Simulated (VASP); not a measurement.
A run of VASP 6.6.1:

The input INCAR:

```
SYSTEM = ZnS
PREC     = Accurate       ! precision mode
ENCUT    = 520            ! plane-wave cutoff, eV
EDIFF    = 1E-7           ! SCF threshold, eV
ISMEAR   = 0              ! smearing method
SIGMA    = 0.05           ! smearing width, eV
LREAL    = .False.        ! projectors in reciprocal space
LASPH    = .True.         ! aspherical terms in the spheres
NELM     = 60             ! most SCF steps
ALGO     = Normal         ! electronic algorithm
ISIF     = 2              ! what is computed and relaxed
LWAVE    = .False.        ! write WAVECAR
LCHARG   = .False.        ! write CHGCAR
GGA      = PE             ! functional
NBANDS   = 46             ! bands
```

File KPOINTS:

```
regular mesh
0
Gamma
  12 12 2
  0 0 0
```

The input POSCAR:

```
ZnS
1.0
    3.8467234434      0.0000000000      0.0000000000
   -1.9233617217      3.3313602233      0.0000000000
    0.0000000000      0.0000000000     12.9679317746
Zn S
4 4
Direct
    0.0000000000      0.0000000000      0.0000503469
    0.0000000000      0.0000000000      0.5000503469
    0.3333333333      0.6666666667      0.2500245137
    0.6666666667      0.3333333333      0.7500245137
    0.0000000000      0.0000000000      0.1872896978
    0.0000000000      0.0000000000      0.6872896978
    0.3333333333      0.6666666667      0.4376354415
    0.6666666667      0.3333333333      0.9376354415
```

Potentials or basis: VASP PAW PBE potentials, release 64 (Zn, S).

Run with:

```console
$ cat potpaw_PBE.64/Zn/POTCAR potpaw_PBE.64/S/POTCAR > POTCAR
$ mpirun -np 1 vasp_std > vasp.out
```

Hardware: 1 thread of Intel(R) Xeon(R) Platinum 8488C (Sapphire Rapids), with other jobs on the host.

Problem. How long does it take, and how much memory?

Solution. Wall time 3.6 min on 1 thread of Intel(R) Xeon(R) Platinum 8488C (Sapphire Rapids) (shared host), peak memory 0.4 GiB. Counts: scf iterations 17, k points 38.
